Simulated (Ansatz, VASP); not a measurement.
# Two plane-wave programs on Zr2BiP2

Contents of INCAR:

```
SYSTEM = Zr2BiP2
  PREC = Accurate
  ENCUT = 500
  EDIFF = 1E-7
  ISMEAR = 0
  SIGMA = 0.1
  LREAL = .FALSE.
  LASPH = .TRUE.
  NELM = 120
  ALGO = Normal
  ISIF = 3
  LWAVE = .FALSE.
  LCHARG = .FALSE.
  GGA = PE
  IBRION = 2
  NSW = 100
  EDIFFG = -0.01
  GGA_COMPAT = .FALSE.
  NELMIN = 4
```

KPOINTS

```
regular mesh
0
G
  10 10 10
  0 0 0
```

File POSCAR:

```
Zr2BiP2
1.0
   -2.4754804074      2.4754804074      4.2344586715
    2.4754804074     -2.4754804074      4.2344586715
    2.4754804074      2.4754804074     -4.2344586715
Zr Bi P
2 1 2
Direct
    0.2500000000      0.7500000000      0.5000000000
    0.7500000000      0.2500000000      0.5000000000
    0.0000000000      0.0000000000      0.0000000000
    0.6329338547      0.6329338547      0.0000000000
    0.3670661453      0.3670661453      0.0000000000
```

Input for Ansatz:

```yaml
crystal:
  lattice:
    - [-2.4754804074, 2.4754804074, 4.2344586715]
    - [2.4754804074, -2.4754804074, 4.2344586715]
    - [2.4754804074, 2.4754804074, -4.2344586715]
  atoms:
    - { symbol: Zr, position: [0.25, 0.75, 0.5] }
    - { symbol: Zr, position: [0.75, 0.25, 0.5] }
    - { symbol: Bi, position: [0.0, 0.0, 0.0] }
    - { symbol: P, position: [0.6329338547, 0.6329338547, 0.0] }
    - { symbol: P, position: [0.3670661453, 0.3670661453, 0.0] }
basis:
  ecutwfc: 420
kpoints:
  mp_grid: { grid: [10, 10, 10] }
hamiltonian:
  xc: pbe
scf:
  occupations: { method: gaussian, width: 0.1 }
output:
  forces: true
  stress: true
  eigenvalues: true
relax:
  adjacent_minimum: "off"
  f_tol: 0.01
  max_steps: 80
  cell: { stress_tol: 0.05 }
```

Alike in both runs: task relaxation of cell and atoms; functional PBE; k mesh 10 × 10 × 10; occupations gaussian, width 0.1 eV; no spin polarisation.

```csv
,VASP,Ansatz
version,VASP 6.6.1,Ansatz 0.2.0
potentials or method,"VASP PAW PBE potentials, release 64 (Zr_sv, Bi_d, P), cutoff 500 eV","scalar-relativistic, plane waves, PAW"
valence electrons in the cell,49,49
```

```csv
,VASP,Ansatz,Ansatz less VASP
"gap on the k mesh at the Fermi level, each at its own relaxed structure (eV)",none,none,-
relaxed volume (Å³/atom),20.77,20.77,-0.004
relaxed length of the cell vector where the two differ most in proportion (Å),5.495,5.495,-0.0002
```

A gap of «none» marks a metal or a gap that the smearing closes.

Neither program's run includes spin-orbit coupling.
